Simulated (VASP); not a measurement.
# HfC (Fm-3m) in VASP: settings compared, part 3 of 3

VASP 6.6.1. Earlier steps stand in the parts before.

## 6. Electric field gradients, PBE, non-collinear spin, zero start, spin-orbit coupling

The input, INCAR:

```
ALGO = Normal
EDIFF = 1E-8
ENCUT = 520
GGA = PE
GGA_COMPAT = False
ISIF = 2
ISMEAR = -1
LASPH = True
LCHARG = False
LEFG = True
LMAXMIX = 4
LORBIT = 11
LORBMOM = True
LREAL = False
LSORBIT = True
LWAVE = False
MAGMOM = 0 0 0 0 0 0
NBANDS = 26
NELM = 150
PREC = Accurate
SIGMA = 0.05
```

The input, KPOINTS:

```
k-points
0
Gamma
  15 15 15
```

The input, POSCAR:

```
HfC
1.0
    0.0000000000      2.3250000000      2.3250000000
    2.3250000000      0.0000000000      2.3250000000
    2.3250000000      2.3250000000      0.0000000000
Hf C
1 1
Direct
    0.5000000000      0.5000000000      0.5000000000
    0.0000000000      0.0000000000      0.0000000000
```

Potentials or basis: VASP PAW PBE potentials, release 64 (Hf_pv, C).

The run is started by

```bash
$ cat potpaw_PBE.64/Hf_pv/POTCAR potpaw_PBE.64/C/POTCAR > POTCAR
$ mpirun -np 1 vasp_ncl > vasp.out
```

OUTCAR:

```text
EDIFF = 1E-8
   ENCUT = 520
   GGA = PE
   ISIF = 2
   ISMEAR = -1
   LASPH = True
   LORBIT = 11
   LREAL = False
   LSORBIT = True
   NELM = 150
   PREC = Accurate

 ion  position               nearest neighbor table
   1  0.500  0.500  0.500-   2 2.33   2 2.33   2 2.33   2 2.33   2 2.33   2 2.33
   2  0.000  0.000  0.000-   1 2.33   1 2.33   1 2.33   1 2.33   1 2.33   1 2.33

  LATTYP: Found a face centered cubic cell.
 ALAT       =     4.6500000000

  Lattice vectors:

 A1 = (   0.0000000000,   2.3250000000,   2.3250000000)
 A2 = (   2.3250000000,   0.0000000000,   2.3250000000)
 A3 = (   2.3250000000,   2.3250000000,   0.0000000000)

Analysis of symmetry for initial positions (statically):
=====================================================================
 Subroutine PRICEL returns:
 Original cell was already a primitive cell.

 Routine SETGRP: Setting up the symmetry group for a
 face centered cubic supercell.

 Subroutine GETGRP returns: Found 48 space group operations
 (whereof 48 operations were pure point group operations)
 out of a pool of 48 trial point group operations.

The static configuration has the point symmetry O_h .

Analysis of symmetry for dynamics (positions and initial velocities):
=====================================================================
 Subroutine PRICEL returns:
 Original cell was already a primitive cell.

 Routine SETGRP: Setting up the symmetry group for a
 face centered cubic supercell.

 Subroutine GETGRP returns: Found 48 space group operations
 (whereof 48 operations were pure point group operations)
 out of a pool of 48 trial point group operations.

The dynamic configuration has the point symmetry O_h .

Analysis of structural, dynamic, and magnetic symmetry:
=====================================================================
 Subroutine PRICEL returns:
 Original cell was already a primitive cell.

 Routine SETGRP: Setting up the symmetry group for a
 face centered cubic supercell.

 Subroutine GETGRP returns: Found 48 space group operations
 (whereof 48 operations were pure point group operations)
 out of a pool of 48 trial point group operations.

The overall configuration has the point symmetry O_h .

 Subroutine INISYM returns: Found 48 space group operations
 (whereof 48 operations are pure point group operations),
 and found     1 'primitive' translations

----------------------------------------------------------------------------------------

                                     Primitive cell

  volume of cell :      25.1362

  direct lattice vectors                    reciprocal lattice vectors
     0.000000000  2.325000000  2.325000000    -0.215053763  0.215053763  0.215053763
     2.325000000  0.000000000  2.325000000     0.215053763 -0.215053763  0.215053763
     2.325000000  2.325000000  0.000000000     0.215053763  0.215053763 -0.215053763

  length of vectors
     3.288046533  3.288046533  3.288046533     0.372484045  0.372484045  0.372484045

[... 863 lines left out ...]
  free  energy   TOTEN  =       -21.7011470707 eV

  energy  without entropy=      -21.6984522797  energy(sigma->0) =      -21.69979968

 Electric field gradients (V/A^2)
---------------------------------------------------------------------
 ion       V_xx      V_yy      V_zz      V_xy      V_xz      V_yz
---------------------------------------------------------------------
   1       0.000    -0.000    -0.000     0.000     0.000     0.000
   2       0.000     0.000    -0.000     0.000     0.000     0.000
---------------------------------------------------------------------

 Electric field gradients after diagonalization (V/A^2)
 (convention: |V_zz| > |V_xx| > |V_yy|)
----------------------------------------------------------------------
 ion       V_xx      V_yy      V_zz     asymmetry (V_yy - V_xx)/ V_zz
----------------------------------------------------------------------
   1      -0.000    -0.000     0.000       0.000
   2      -0.000    -0.000     0.001       0.000
----------------------------------------------------------------------

           NMR quadrupolar parameters

 Cq : quadrupolar parameter    Cq=e*Q*V_zz/h
 eta: asymmetry parameters     (V_yy - V_xx)/ V_zz
 Q  : nuclear electric quadrupole moment in mb (millibarn)
----------------------------------------------------------------------
 ion       Cq(MHz)       eta       Q (mb)
----------------------------------------------------------------------
   1       0.000       0.000       1.000
   2       0.000       0.000       1.000
----------------------------------------------------------------------

 orbital moment (x)

 # of ion     p       d       tot
 ----------------------------------------
  1         0.000   0.000   0.000
  2        -0.000   0.000  -0.000
 ----------------------------------------
           -0.000   0.000   0.000

 orbital moment (y)

 # of ion     p       d       tot
 ----------------------------------------
  1         0.000   0.000   0.000
  2         0.000   0.000   0.000
 ----------------------------------------
            0.000   0.000   0.000

 orbital moment (z)

 # of ion     p       d       tot
 ----------------------------------------
  1         0.000   0.000   0.000
  2        -0.000   0.000  -0.000
 ----------------------------------------
           -0.000   0.000  -0.000

 Spin-Orbit-Coupling matrix elements

 Ion:    1  E_soc:     -1.2971998
 l=   1
     0.0000000    -0.2095838    -0.2095838
    -0.2095838     0.0000000    -0.2095838
    -0.2095838    -0.2095838     0.0000000
 l=   2
     0.0000000    -0.0012793     0.0000000    -0.0012793    -0.0053369
    -0.0012793     0.0000000    -0.0040027    -0.0012793    -0.0013342
     0.0000000    -0.0040027     0.0000000    -0.0040027     0.0000000
    -0.0012793    -0.0012793    -0.0040027     0.0000000    -0.0013342
    -0.0053369    -0.0013342     0.0000000    -0.0013342     0.0000000
 l=   3
     0.0000000     0.0000000     0.0000000     0.0000000     0.0000000     0.0000000     0.0000000
     0.0000000     0.0000000     0.0000000     0.0000000     0.0000000     0.0000000     0.0000000
     0.0000000     0.0000000     0.0000000     0.0000000     0.0000000     0.0000000     0.0000000
     0.0000000     0.0000000     0.0000000     0.0000000     0.0000000     0.0000000     0.0000000
     0.0000000     0.0000000     0.0000000     0.0000000     0.0000000     0.0000000     0.0000000
     0.0000000     0.0000000     0.0000000     0.0000000     0.0000000     0.0000000     0.0000000
     0.0000000     0.0000000     0.0000000     0.0000000     0.0000000     0.0000000     0.0000000

 Ion:    2  E_soc:     -0.0003093
 l=   1
     0.0000000    -0.0000516    -0.0000516
    -0.0000516     0.0000000    -0.0000516
    -0.0000516    -0.0000516     0.0000000
 l=   2
     0.0000000     0.0000000     0.0000000     0.0000000     0.0000000
     0.0000000     0.0000000     0.0000000     0.0000000     0.0000000
     0.0000000     0.0000000     0.0000000     0.0000000     0.0000000
     0.0000000     0.0000000     0.0000000     0.0000000     0.0000000
     0.0000000     0.0000000     0.0000000     0.0000000     0.0000000
 l=   3
     0.0000000     0.0000000     0.0000000     0.0000000     0.0000000     0.0000000     0.0000000
     0.0000000     0.0000000     0.0000000     0.0000000     0.0000000     0.0000000     0.0000000
     0.0000000     0.0000000     0.0000000     0.0000000     0.0000000     0.0000000     0.0000000
     0.0000000     0.0000000     0.0000000     0.0000000     0.0000000     0.0000000     0.0000000
     0.0000000     0.0000000     0.0000000     0.0000000     0.0000000     0.0000000     0.0000000
     0.0000000     0.0000000     0.0000000     0.0000000     0.0000000     0.0000000     0.0000000
     0.0000000     0.0000000     0.0000000     0.0000000     0.0000000     0.0000000     0.0000000

 total charge

# of ion       s       p       d       tot
------------------------------------------
    1        0.311   6.669   1.669   8.649
    2        0.874   1.512   0.000   2.385
--------------------------------------------------
tot          1.185   8.180   1.669  11.034

 magnetization (x)

# of ion       s       p       d       tot
------------------------------------------
    1       -0.000   0.000   0.000   0.000
    2        0.000   0.000   0.000   0.000
--------------------------------------------------
tot         -0.000   0.000   0.000   0.000

 magnetization (y)

# of ion       s       p       d       tot
------------------------------------------
    1        0.000   0.000   0.000   0.000
    2        0.000   0.000   0.000   0.000
--------------------------------------------------
tot          0.000   0.000   0.000   0.000

 magnetization (z)

# of ion       s       p       d       tot
------------------------------------------
    1       -0.000   0.000   0.000   0.000
    2        0.000  -0.000   0.000  -0.000
--------------------------------------------------
tot         -0.000  -0.000   0.000  -0.000
```

OSZICAR:

```text
N       E                     dE             d eps       ncg     rms          rms(c)
DAV:   1     0.424511313424E+02    0.42451E+02   -0.74747E+03  6248   0.106E+03
DAV:   2    -0.220587503379E+02   -0.64510E+02   -0.61085E+02  7750   0.263E+02
DAV:   3    -0.248626072022E+02   -0.28039E+01   -0.27801E+01  7896   0.395E+01
DAV:   4    -0.248850522365E+02   -0.22445E-01   -0.22399E-01  7104   0.393E+00
DAV:   5    -0.248852314982E+02   -0.17926E-03   -0.17923E-03  7568   0.337E-01    0.631E+01
DAV:   6    -0.217558875430E+02    0.31293E+01   -0.13639E+01  6940   0.198E+01    0.434E+01
DAV:   7    -0.217151881552E+02    0.40699E-01   -0.70911E-01  6954   0.598E+00    0.268E+01
DAV:   8    -0.217107031342E+02    0.44850E-02   -0.86344E-02  7088   0.219E+00    0.827E+00
DAV:   9    -0.217025212038E+02    0.81819E-02   -0.16104E-02  7044   0.705E-01    0.189E+00
DAV:  10    -0.217013021535E+02    0.12191E-02   -0.69669E-03  7190   0.515E-01    0.115E+00
DAV:  11    -0.217011462650E+02    0.15589E-03   -0.55789E-04  7210   0.174E-01    0.158E-01
DAV:  12    -0.217011482404E+02   -0.19754E-05   -0.43206E-05  7098   0.513E-02    0.465E-02
DAV:  13    -0.217011472912E+02    0.94915E-06   -0.24373E-06  6868   0.138E-02    0.511E-02
DAV:  14    -0.217011469592E+02    0.33208E-06   -0.11992E-06  7280   0.745E-03    0.944E-03
DAV:  15    -0.217011470404E+02   -0.81231E-07   -0.10215E-07  7232   0.210E-03    0.827E-04
DAV:  16    -0.217011470722E+02   -0.31822E-07   -0.23658E-09  3636   0.452E-04    0.109E-03
DAV:  17    -0.217011470707E+02    0.14747E-08   -0.31278E-10  3352   0.149E-04
   1 F= -.21701147E+02 E0= -.21699800E+02  d E =-.269479E-02  mag=    -0.0000     0.0000    -0.0000
```

stdout:

```text
POSCAR found type information on POSCAR HfC
 POSCAR found :  2 types and       2 ions
 scaLAPACK will be used
 LDA part: xc-table for (Slater+PW92), standard interpolation
 POSCAR, INCAR and KPOINTS ok, starting setup
 FFT: planning ... GRIDC
 FFT: planning ... GRID_SOFT
 FFT: planning ... GRID
 WAVECAR not read
 entering main loop
ion   1

ion   2
```

It took 60 s on 1 thread of Intel Xeon 6975P-C (Granite Rapids), shared host; peak memory 0.27 GiB.

What came out:

| Quantity | Value |
| --- | --- |
| Free energy | -21.7011 eV |
| Pressure | -0.6 GPa |
| Net moment | 0.00 μB per cell |
| Largest electric field gradient by atom | under 0.05 V/Å² on every atom |
| Valence electrons inside the program's atomic spheres | Hf 8.65; C 2.38 |

Moments on the atoms (μB; x, y, z):
```
Hf  0.00 0.00 0.00
C   0.00 0.00 0.00
```

## 7. Summary

```csv
level,potentials or basis,spin,gap on the mesh (eV),pressure (GPa)
LDA,"VASP PAW LDA potentials, release 64 (Hf_pv, C)",off,none,-11.6
PBEsol,"VASP PAW PBE potentials, release 64 (Hf_pv, C)",off,none,-7.0
PBE,"VASP PAW PBE potentials, release 64 (Hf_pv, C)",off,none,-0.4
r2SCAN,"VASP PAW PBE potentials, release 64 (Hf_pv, C)",off,none,-2.5
PBE,"VASP PAW PBE potentials, release 64 (Hf_pv, C)","non-collinear, zero start, SOC",-,-0.6
```

Alike in all rows: task electric field gradients; cell as given; k mesh 15 × 15 × 15; cutoff (eV) 520; smearing fermi-dirac 0.05 eV.

Caveats: spin-orbit coupling is left out, which moves the levels of the heavy elements (at least some runs); the cell stands under tension (at least some runs); the PAW data sets were made with another functional, which shifts forces and pressure a little (at least some runs).

Total energies depend on the potentials used, so only differences within one code and one set of settings carry meaning.
